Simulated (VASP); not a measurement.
Write the native input for VASP 6.6.1 that does the following.

```
Task                   : single point
Functional             : PBE
Potentials or basis    : VASP PAW PBE potentials, release 64 (Cr_pv)
Cutoff                 : 500 eV
k mesh                 : 4 × 8 × 8
Occupations            : fermi-dirac, width 0.1 eV
Spin                   : no spin polarisation
Dipole correction      : no
Further INCAR settings : ALGO = Normal; EDIFF = 1e-06; NBANDS = 19
```

The structure of Cr lies in POSCAR:

```
Cr
1.0
   -2.8500000000      2.8500000000      2.8500000000
    0.0000000000      0.0000000000      2.8500000000
    0.0000000000      2.8500000000      0.0000000000
Cr
2
Direct
    0.0000000000      0.0000000000      0.0000000000
    0.5000000000      0.0000000000      0.0000000000
```

One way to write it, as run:

INCAR

```
SYSTEM = Cr
PREC     = Accurate       ! precision mode
ENCUT    = 500            ! plane-wave cutoff, eV
EDIFF    = 1E-6           ! SCF threshold, eV
ISMEAR   = -1             ! smearing method
SIGMA    = 0.1            ! smearing width, eV
LREAL    = .FALSE.        ! projectors in reciprocal space
LASPH    = .TRUE.         ! aspherical terms in the spheres
NELM     = 120            ! most SCF steps
ALGO     = Normal         ! electronic algorithm
ISIF     = 2              ! what is computed and relaxed
LWAVE    = .FALSE.        ! write WAVECAR
LCHARG   = .TRUE.         ! write CHGCAR
GGA      = PE             ! functional
LELF     = .TRUE.         ! ELF
LVHAR    = .TRUE.       
NBANDS   = 19             ! bands
GGA_COMPAT= .FALSE.
```

KPOINTS

```
regular mesh
0
G
  4 8 8
  0 0 0
```

Potentials or basis: VASP PAW PBE potentials, release 64 (Cr_pv).

Launch:

```console
$ cat potpaw_PBE.64/Cr_pv/POTCAR > POTCAR
$ mpirun -np 1 vasp_std > vasp.out
```

Results of the run:

```yaml
Pressure: -0.5 GPa
Band_gap_on_the_k_mesh: zero (band 12 reaches 12.05 eV, above the bottom of band 13 at 10.52 eV)
```

Caveat: the k points lie up to 0.55 Å⁻¹ apart; the run has no spin polarisation, though such a crystal can be magnetic.

Wall time 17 s on 1 thread of AMD EPYC 7R43 64-Core Processor (Zen 3), with other jobs on the host, peak memory 0.11 GiB.
